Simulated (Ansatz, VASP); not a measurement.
NiO: VASP beside Ansatz

```
Ni O
1.0
     0.00000    2.08590    2.08590
     2.08590    0.00000    2.08590
     2.08590    2.08590    0.00000
Ni O
1 1
Direct
  0.00000 0.00000 0.00000
  0.50000 0.50000 0.50000
```

Alike in both runs: task single point; functional PBE; k mesh 11 × 11 × 11; occupations gaussian, width 0.014 eV; collinear spin, ferromagnetic start.

```csv
,VASP,Ansatz
version,VASP 6.6.1,Ansatz 0.2.0
potentials or method,"VASP PAW PBE potentials, release 64 (Ni, O)",Ansatz PAW
plane-wave cutoff (eV),520,420
valence electrons in the cell,16,24
```

Ansatz gave:

* gap on the k mesh at the Fermi level (eV): none
* pressure (GPa): 6.3
* net moment per atom (μB): 0.90
* size of the moment on the site where the two differ most (μB): 0.29

Estimate VASP's values.

gap on the k mesh at the Fermi level (eV): none; pressure (GPa): 6.1; net moment per atom (μB): 0.89; size of the moment on the site where the two differ most (μB): 0.28.

Site moments also hang on the region over which each program counts them. A gap of «none» marks a metal or a gap that the smearing closes. VASP's potentials hold 16 valence electrons a cell and Ansatz's 24, so a difference there can come from the potentials and not from the codes.
